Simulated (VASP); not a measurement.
# CuAu (Tetraauricupride) (P4/mmm) in VASP: further runs

The runs below take CuAu (Tetraauricupride) through single point, relaxation of cell and atoms, with PBE.

All numbers are computed with VASP 6.6.1; they aren't measurements. Logs are shortened: lines on timing, memory, paths and dates and some standing lists are left out, and cuts for length are marked.

**1. The cell of the first run**

The structure is tetragonal, space group P4/mmm (No. 123). The conventional cell has a = 2.871 Å, b = 2.871 Å, c = 3.640 Å, α = 90.00°, β = 90.00°, γ = 90.00°. Within 3.6 Å of Cu (site symmetry 4/mmm) lie 8 Au at 2.73 Å and 4 Cu at 2.87 Å. Within 3.6 Å of Au (site symmetry 4/mmm) lie 8 Cu at 2.73 Å and 4 Au at 2.87 Å.

**2. Single point, PBE**

File INCAR:

```
SYSTEM = CuAu
  ALGO = Normal
  EDIFF = 1E-7
  ENCUT = 520
  GGA = PE
  ISIF = 2
  ISMEAR = 0
  LASPH = .TRUE.
  LCHARG = .FALSE.
  LREAL = .FALSE.
  LWAVE = .FALSE.
  NBANDS = 18
  NELM = 100
  PREC = Accurate
  SIGMA = 0.1
```

File KPOINTS:

```
k-points
0
G
  16 16 12
  0 0 0
```

File POSCAR:

```
CuAu
1.0
    2.8712762975      0.0000000000      0.0000000000
    0.0000000000      2.8712762975      0.0000000000
    0.0000000000      0.0000000000      3.6404327320
Cu Au
1 1
Direct
    0.5000000000      0.5000000000      0.5000000000
    0.0000000000      0.0000000000      0.0000000000
```

Potentials or basis: VASP PAW PBE potentials, release 64 (Cu, Au).

Run with:

```console
$ cat potpaw_PBE.64/Cu/POTCAR potpaw_PBE.64/Au/POTCAR > POTCAR
$ mpirun -np 1 vasp_std > vasp.out
```

OUTCAR:

```text
SYSTEM = CuAu
   EDIFF = 1E-7
   ENCUT = 520
   GGA = PE
   ISIF = 2
   ISMEAR = 0
   LASPH = .TRUE.
   LREAL = .FALSE.
   NELM = 100
   PREC = Accurate

 ion  position               nearest neighbor table
   1  0.500  0.500  0.500-   2 2.73   2 2.73   2 2.73   2 2.73   2 2.73   2 2.73   2 2.73   2 2.73

   2  0.000  0.000  0.000-   1 2.73   1 2.73   1 2.73   1 2.73   1 2.73   1 2.73   1 2.73   1 2.73

  LATTYP: Found a simple tetragonal cell.
 ALAT       =     2.8712762975
 C/A-ratio  =     1.2678796308

  Lattice vectors:

 A1 = (   2.8712762975,   0.0000000000,   0.0000000000)
 A2 = (   0.0000000000,   2.8712762975,   0.0000000000)
 A3 = (   0.0000000000,   0.0000000000,   3.6404327320)

Analysis of symmetry for initial positions (statically):
=====================================================================
 Subroutine PRICEL returns:
 Original cell was already a primitive cell.

 Routine SETGRP: Setting up the symmetry group for a
 simple tetragonal supercell.

 Subroutine GETGRP returns: Found 16 space group operations
 (whereof 16 operations were pure point group operations)
 out of a pool of 16 trial point group operations.

The static configuration has the point symmetry D_4h.

Analysis of symmetry for dynamics (positions and initial velocities):
=====================================================================
 Subroutine PRICEL returns:
 Original cell was already a primitive cell.

 Routine SETGRP: Setting up the symmetry group for a
 simple tetragonal supercell.

 Subroutine GETGRP returns: Found 16 space group operations
 (whereof 16 operations were pure point group operations)
 out of a pool of 16 trial point group operations.

The dynamic configuration has the point symmetry D_4h.

 Subroutine INISYM returns: Found 16 space group operations
 (whereof 16 operations are pure point group operations),
 and found     1 'primitive' translations

----------------------------------------------------------------------------------------

                                     Primitive cell

  volume of cell :      30.0126

  direct lattice vectors                    reciprocal lattice vectors
     2.871276298  0.000000000  0.000000000     0.348277176  0.000000000  0.000000000
     0.000000000  2.871276298  0.000000000     0.000000000  0.348277176  0.000000000
     0.000000000  0.000000000  3.640432732     0.000000000  0.000000000  0.274692619

  length of vectors
[... 81 lines left out ...]
   NELM   =    100;   NELMIN=  2; NELMDL= -5     # of ELM steps
   EDIFF  = 0.1E-06   stopping-criterion for ELM
   LREAL  =      F    real-space projection
   EDIFFG = 0.1E-05   stopping-criterion for IOM
   NSW    =      0    number of steps for IOM
   IBRION =     -1    ionic relax: 0-MD 1-quasi-New 2-CG
   NFREE  =      0    steps in history (QN), initial steepest desc. (CG)
   ISIF   =      2    stress and relaxation
   ISYM   =      2    0-nonsym 1-usesym 2-fastsym
   POTIM  = 0.5000    time-step for ionic-motion
   TEBEG  =    0.0;   TEEND  =   0.0 temperature during run
   PSTRESS=    0.0 pullay stress
   NELECT =      22.0000    total number of electrons
   NUPDOWN=      -1.0000    fix difference up-down
   EMIN   =  10.00;   EMAX   =-10.00  energy-range for DOS
   EFERMI =   0.00;   METHOD = LEGACY
   ISMEAR =     0;   SIGMA  =   0.10  broadening in eV -4-tet -1-fermi 0-gaus
   EFERMI_NEDOS =   21; number of points for ismear=-14 and -15
   IALGO  =     38    algorithm
   IMIX   =      4    mixing-type and parameters
     AMIX     =   0.40;   BMIX     =  1.00
     AMIX_MAG =   1.60;   BMIX_MAG =  1.00
  volume/ion in A,a.u.               =      15.01       101.27
  Fermi-wavevector in a.u.,A,eV,Ry     =   1.476096  2.789418 29.645199  2.178861
  Thomas-Fermi vector in A             =   2.590665
   LORBIT       =      0    0 simple, 1 ext, 2 COOP (PROOUT), +10 PAW based schemes
   GGA     = PE    functional components
   LHFCALC =     F    Hartree Fock is set to
   AEXX    =    0.0000 exact exchange contribution
   IVDW    =     0    specifies the selected vdW correction
   LEPSILON=     F    determine dielectric tensor
   LRPA    =     F    only Hartree local field effects (RPA)
 non-spin polarized calculation
 Gauss-broadening in eV      SIGMA  =   0.10
  energy-cutoff  :      520.00
  volume of cell :       30.01
 maximum number of plane-waves:       828
 NGX is ok and might be reduce to    24
   NGX = 11   NGY = 11   NGZ = 13

 number of electron      21.9999992 magnetization

 Free energy of the ion-electron system (eV)
  ---------------------------------------------------
  ext. energy  EPLUGINS =         0.00000000
  ---------------------------------------------------
  free energy    TOTEN  =        -7.06762556 eV

  energy without entropy =       -7.06462942  energy(sigma->0) =       -7.06612749

 E-fermi :   8.3113     XC(G=0): -12.4858

 val. band max:        8.3090485689   @ k =   0.3750   0.3125   0.3333
 cond. band min:       8.3350443961   @ k =   0.5000   0.3125   0.0000
 fundamental gap:      0.0259958272
 Fermi energy:         8.3112992508

 k-point     1 :       0.0000    0.0000    0.0000
  band No.  band energies     occupation
      1      -1.1890      2.00000
      2       1.9958      2.00000
      3       2.1231      2.00000
      4       4.3071      2.00000
      5       4.3071      2.00000
      6       5.2328      2.00000
[... 481 lines left out ...]
      5       4.3126      2.00000
      6       4.8545      2.00000
[... 10 lines left out ...]
     17      21.1880      0.00000
     18      22.5773      0.00000

 [... further k-points ...]

------------------------ aborting loop because EDIFF is reached ----------------------------------------

  FORCE on cell =-STRESS in cart. coord.  units (eV):
  Direction    XX          YY          ZZ          XY          YZ          ZX
  --------------------------------------------------------------------------------------
  -------------------------------------------------------------------------------------
  Total        0.0009869      0.0009869      0.0143607      0.0000000      0.0000000      0.0000000
  in kB        0.0526863      0.0526863      0.7666237      0.0000000      0.0000000      0.0000000
  external PRESSURE =       0.2906654 kB  Pullay stress =       0.0000000 kB

 VOLUME and BASIS-vectors are now :
 -----------------------------------------------------------------------------
  energy-cutoff  :      520.00
  volume of cell :       30.01
      direct lattice vectors                 reciprocal lattice vectors
     2.871276298  0.000000000  0.000000000     0.348277176  0.000000000  0.000000000
     0.000000000  2.871276298  0.000000000     0.000000000  0.348277176  0.000000000
     0.000000000  0.000000000  3.640432732     0.000000000  0.000000000  0.274692619

 POSITION                                       TOTAL-FORCE (eV/Angst)
 -----------------------------------------------------------------------------------
      1.43564      1.43564      1.82022         0.000000      0.000000      0.000000
      0.00000      0.00000      0.00000         0.000000      0.000000      0.000000
 -----------------------------------------------------------------------------------
    total drift:                                0.000000      0.000000     -0.000000

  FREE ENERGIE OF THE ION-ELECTRON SYSTEM (eV)
  ---------------------------------------------------
  free  energy   TOTEN  =        -7.0676255581 eV

  energy  without entropy=       -7.0646294166  energy(sigma->0) =       -7.06612749
```

Wall time 3.1 min (1 thread of AMD EPYC 7R43 (Zen 3), shared host); peak memory 0.26 GiB.

Results:

| Property | Result |
| --- | --- |
| Free energy | -7.0676 eV |
| Pressure | 0.0 GPa |
| Band gap on the k mesh | zero (band 11 reaches 13.38 eV, above the bottom of band 12 at 6.31 eV) |

Levels at points of the mesh, in eV from the Fermi level:
| k point | band 8 | band 9 | band 10 | band 11 | band 12 | band 13 | band 14 | band 15 |
| --- | --- | --- | --- | --- | --- | --- | --- | --- |
| (0.00, 0.00, 0.00) | -2.07 | -1.69 | -1.49 | -1.49 | 2.59 | 8.33 | 9.47 | 9.47 |
| (0.50, 0.00, 0.00) | -2.89 | -2.39 | -2.18 | -0.97 | -0.40 | 9.67 | 9.67 | 11.35 |
| (0.50, 0.50, 0.00) | -1.68 | -1.36 | -1.36 | 0.53 | 0.53 | 4.59 | 6.39 | 10.24 |
| (0.00, 0.00, 0.50) | -2.81 | -2.32 | -2.32 | -2.23 | -2.00 | 13.96 | 14.13 | 14.13 |
| (0.50, 0.00, 0.50) | -1.76 | -1.57 | -1.53 | -0.93 | -0.93 | 2.46 | 4.28 | 15.52 |
| (0.50, 0.50, 0.50) | -2.09 | -1.80 | -1.68 | 5.07 | 5.39 | 5.39 | 5.63 | 6.62 |

Caveat: spin-orbit coupling is left out, which moves the levels of the heavy elements.

**3. Relaxation of cell and atoms, PBE**

This run uses another cell than the first one, of 14.39 Å³/atom, 0.959 times its volume.

File INCAR:

```
SYSTEM = CuAu
PREC = Accurate ; ENCUT = 600
EDIFF = 1E-6 ; ISMEAR = 0
SIGMA = 0.1 ; LREAL = .FALSE.
LASPH = .TRUE. ; NELM = 100
ALGO = Normal ; ISIF = 3
LWAVE = .FALSE. ; LCHARG = .FALSE.
GGA = PE ; IBRION = 2
NSW = 100 ; EDIFFG = -0.005
```

File KPOINTS:

```
regular mesh
0
G
  16 16 12
  0 0 0
```

File POSCAR:

```
CuAu
1.0
    2.8000000000      0.0000000000      0.0000000000
    0.0000000000      2.8000000000      0.0000000000
    0.0000000000      0.0000000000      3.6700000000
Cu Au
1 1
Direct
    0.5000000000      0.5000000000      0.5000000000
    0.0000000000      0.0000000000      0.0000000000
```

Potentials or basis: VASP PAW PBE potentials, release 64 (Cu, Au).

Run with:

```console
$ cat potpaw_PBE.64/Cu/POTCAR potpaw_PBE.64/Au/POTCAR > POTCAR
$ mpirun -np 1 vasp_std > vasp.out
```

Wall time 14 min (1 thread of AMD EPYC 7R43 (Zen 3), shared host); peak memory 0.29 GiB.

The run converged. Its results:

| Item | Value |
| --- | --- |
| Free energy | -7.0673 eV |
| Relaxed volume | 15.02 Å³/atom |
| Relaxed cell | a = 2.870 Å, b = 2.870 Å, c = 3.645 Å, α = 90.00°, β = 90.00°, γ = 90.00° |
| Space group after relaxing (to 0.05 Å) | P4/mmm (No. 123) |
| Energy gained by relaxing | 14.3 meV/atom |
| Ionic steps | 14 |
| Pressure after relaxing | 0.0 GPa |
| Band gap on the k mesh | zero (band 11 reaches 13.37 eV, above the bottom of band 12 at 6.31 eV) |

Step by step:
| step | energy change (eV) | largest force (eV/Å) | pressure (GPa) | volume (Å³) |
| --- | --- | --- | --- | --- |
| 1 | 0.0000 | 0.0000 | 6.73 | 28.77 |
| 2 | -0.0041 | 0.0000 | -5.38 | 31.36 |
| 3 | -0.0265 | 0.0000 | -0.14 | 30.08 |
| 4 | -0.0265 | 0.0000 | -0.05 | 30.05 |
| 5 | -0.0270 | 0.0000 | 0.07 | 30.05 |
| 6 | -0.0282 | 0.0000 | -0.01 | 30.03 |
| 7 | -0.0279 | 0.0000 | 0.11 | 29.99 |
| 8 | -0.0285 | 0.0000 | 0.10 | 30.01 |
| 9 | -0.0285 | 0.0000 | 0.26 | 30.02 |
| 10 | -0.0280 | 0.0000 | -0.73 | 30.21 |
| 11 | -0.0285 | 0.0000 | -0.07 | 30.04 |
| 12 | -0.0285 | 0.0000 | -0.07 | 30.04 |
| 13 | -0.0285 | 0.0000 | 0.05 | 30.03 |
| 14 | -0.0285 | 0.0000 | 0.03 | 30.03 |

Final structure:
```
Cu Au
1.0
     2.87034    0.00000    0.00000
     0.00000    2.87034    0.00000
     0.00000    0.00000    3.64493
Cu Au
1 1
Cartesian
  1.4352 1.4352 1.8225
  0.0000 0.0000 0.0000
```

Levels at points of the mesh, in eV from the Fermi level:
```
           k point  band 7  band 8  band 9  band 10  band 11  band 12  band 13  band 14  band 15
(0.00, 0.00, 0.00)   -2.70   -2.07   -1.69    -1.49    -1.49     2.57     8.29     9.48     9.48
(0.50, 0.00, 0.00)   -2.91   -2.88   -2.38    -2.18    -0.97    -0.39     9.64     9.65    11.34
(0.50, 0.50, 0.00)   -1.72   -1.68   -1.37    -1.37     0.54     0.54     4.60     6.39    10.23
(0.00, 0.00, 0.50)   -3.10   -2.80   -2.32    -2.32    -2.23    -2.00    13.97    14.13    14.13
(0.50, 0.00, 0.50)   -1.93   -1.76   -1.57    -1.53    -0.93    -0.93     2.45     4.27    15.56
(0.50, 0.50, 0.50)   -3.08   -2.09   -1.80    -1.68     5.07     5.39     5.39     5.63     6.63
```

Caveat: spin-orbit coupling is left out, which moves the levels of the heavy elements. PBE usually gives volumes a little too large and moduli too small.

**4. Single point, PBE**

This run uses another cell than the first one, of 14.39 Å³/atom, 0.959 times its volume.

File INCAR:

```
SYSTEM = CuAu
PREC = Accurate
ENCUT = 520
EDIFF = 1E-7
ISMEAR = 0
SIGMA = 0.1
LREAL = .False.
LASPH = .True.
NELM = 100
ALGO = Normal
ISIF = 2
LWAVE = .False.
LCHARG = .True.
GGA = PE
LELF = .True.
LVHAR = .True.
NBANDS = 18
```

File KPOINTS:

```
Automatic mesh
0
Gamma
  6 6 6
  0 0 0
```

POSCAR is that of step 3.

Run with:

```console
$ cat potpaw_PBE.64/Cu/POTCAR potpaw_PBE.64/Au/POTCAR > POTCAR
$ mpirun -np 1 vasp_std > vasp.out
```

It took 19 s on 1 thread of AMD EPYC 7R43 (Zen 3), shared host; peak memory 0.12 GiB.

Results (log left out):

```
Free energy            : -6.9920 eV
Pressure               : 7.3 GPa
Band gap on the k mesh : zero (band 11 reaches 14.33 eV, above the bottom of band 12 at 6.92 eV)
```

Stress tensor (GPa, compression positive):
```
8.37 0.00 0.00
0.00 8.37 0.00
0.00 0.00 5.03
```

Levels at points of the mesh, in eV from the Fermi level:
```tsv
k point	band 9	band 10	band 11	band 12	band 13	band 14
(0.00, 0.00, 0.00)	-1.74	-1.52	-1.52	2.04	8.10	10.02
(0.50, 0.00, 0.00)	-2.47	-2.26	-0.91	-0.18	9.42	9.52
(0.50, 0.50, 0.00)	-1.42	-1.42	0.59	0.59	5.17	6.91
(0.00, 0.00, 0.50)	-2.42	-2.39	-2.39	-2.03	14.36	14.62
(0.50, 0.00, 0.50)	-1.65	-1.60	-1.14	-1.13	2.68	4.42
(0.50, 0.50, 0.50)	-1.70	-1.68	5.38	5.49	5.49	6.22
```

Caveat: the k points lie up to 0.37 Å⁻¹ apart; spin-orbit coupling is left out, which moves the levels of the heavy elements.

**5. The runs side by side**

| task | cell | k mesh | cutoff (eV) | gap on the mesh (eV) | pressure (GPa) |
| --- | --- | --- | --- | --- | --- |
| single point | a = 2.871, b = 2.871, c = 3.640 Å, 2 atoms | 16 × 16 × 12 | 520 | none | 0.0 |
| relaxation of cell and atoms | relaxed from a = 2.800, b = 2.800, c = 3.670 Å, 2 atoms | 16 × 16 × 12 | 600 | none | 0.0 |
| single point | a = 2.800, b = 2.800, c = 3.670 Å, 2 atoms | 6 × 6 × 6 | 520 | none | 7.3 |

Alike in all rows: level PBE; potentials or basis VASP PAW PBE potentials, release 64 (Cu, Au); no spin polarisation; smearing gaussian 0.1 eV.

Caveats: some runs use coarse meshes; spin-orbit coupling is left out, which moves the levels of the heavy elements.

Absolute energies hang on the potentials; compare differences alone.
